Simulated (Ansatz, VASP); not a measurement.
GaN: VASP beside Ansatz

Contents of POSCAR:

```
GaN
1.0
    3.2468123637      0.0000000000      0.0000000000
   -1.6234061818      2.8118219883      0.0000000000
    0.0000000000      0.0000000000      5.1347799085
Ga N
2 2
Direct
    0.3333333333      0.6666666667     -0.0031875569
    0.6666666667      0.3333333333      0.4968124431
    0.3333333333      0.6666666667      0.3781875569
    0.6666666667      0.3333333333      0.8781875569
```

The input INCAR.step1:

```
  PREC = Accurate
  ENCUT = 520
  ISMEAR = 0
  SIGMA = 0.01
  LREAL = F
  LASPH = T
  NELM = 60
  NBANDS = 26
  GGA = PE
  ALGO = Normal
  EDIFF = 1E-4
  LWAVE = T
  LCHARG = F
```

Contents of INCAR.step2:

```
  PREC = Accurate
  ENCUT = 520
  EDIFF = 1E-6
  ISMEAR = 0
  SIGMA = 0.01
  LREAL = F
  LASPH = T
  NELM = 60
  ALGO = Normal
  ISIF = 2
  LWAVE = F
  LCHARG = F
  METAGGA = R2SCAN
  LMIXTAU = T
  NBANDS = 26
  ISTART = 1
```

File KPOINTS:

```
Automatic mesh
0
Gamma
  12 12 6
```

Input for Ansatz:

```yaml
crystal:
  lattice:
    - [3.2468123637, 0.0, 0.0]
    - [-1.6234061818, 2.8118219883, 0.0]
    - [0.0, 0.0, 5.1347799085]
  atoms:
    - { symbol: Ga, position: [0.3333333333, 0.6666666667, -0.0031875569] }
    - { symbol: Ga, position: [0.6666666667, 0.3333333333, 0.4968124431] }
    - { symbol: "N", position: [0.3333333333, 0.6666666667, 0.3781875569] }
    - { symbol: "N", position: [0.6666666667, 0.3333333333, 0.8781875569] }
kpoints:
  mp_grid: { grid: [12, 12, 6] }
  band_path:
    path:
      - [0.0, 0.0, 0.0]
      - [0.5, 0.0, 0.0]
      - [0.3333333333, 0.3333333333, 0.0]
      - [0.0, 0.0, 0.5]
      - [0.5, 0.0, 0.5]
      - [0.3333333333, 0.3333333333, 0.5]
    npoints: 1
hamiltonian:
  xc: r2scan
scf:
  occupations: { method: fixed }
  n_extra_bands: 5
output:
  forces: true
  stress: true
  eigenvalues: true
  write_density: true
  write_potential: true
  elf: true
  volumetric_format: npy
```

Change from the starting cell: epitaxial_xy strain +2.0%.

Alike in both runs: task single point; functional r2SCAN; k mesh 12 × 12 × 6; no spin polarisation.

|  | VASP | Ansatz |
| --- | --- | --- |
| version | VASP 6.6.1 | Ansatz 0.2.0 |
| potentials or method | VASP PAW PBE potentials, release 64 (Ga_d, N) | plane waves, PAW |
| plane-wave cutoff (eV) | 520 | 500 |
| occupations | gaussian, width 0.01 eV | fixed |
| valence electrons in the cell | 36 | 36 |

```csv
,VASP,Ansatz,Ansatz less VASP
gap on the k mesh at the Fermi level (eV),2.09,2.10,+0.006
pressure (GPa),-4.6,-5.6,-0.92
"traceless stress, the component that is largest in VASP (GPa)",5.54,5.56,+0.025
rms of the force components (eV/Å),0.009,0.000,-0.0088
```

VASP's potentials were made for PBE, not for r2SCAN. Atom by atom the forces differ by 0.009 eV/Å (rms over components).
